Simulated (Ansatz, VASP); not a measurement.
**AgCl: VASP beside Ansatz**

```
Ag Cl
1.0
     0.00000    2.77319    2.77319
     2.77319    0.00000    2.77319
     2.77319    2.77319    0.00000
Ag Cl
1 1
Direct
  0.00000 0.00000 0.00000
  0.50000 0.50000 0.50000
```

Alike in both runs: task single point; functional r2SCAN; k mesh 8 × 8 × 8; no spin polarisation.

```csv
,VASP,Ansatz
version,VASP 6.6.1,Ansatz 0.2.0
potentials or method,"VASP PAW PBE potentials, release 64 (Ag, Cl)","plane waves, PAW"
plane-wave cutoff (eV),520,500
occupations,"gaussian, width 0.01 eV",fixed
valence electrons in the cell,18,26
```

|  | VASP | Ansatz | Ansatz less VASP |
| --- | --- | --- | --- |
| gap on the k mesh at the Fermi level (eV) | 1.42 | 1.48 | +0.053 |
| pressure (GPa) | -0.1 | 0.0 | +0.08 |

VASP's potentials were made for PBE, not for r2SCAN. VASP's potentials hold 18 valence electrons a cell and Ansatz's 26, so a difference there can come from the potentials and not from the codes.
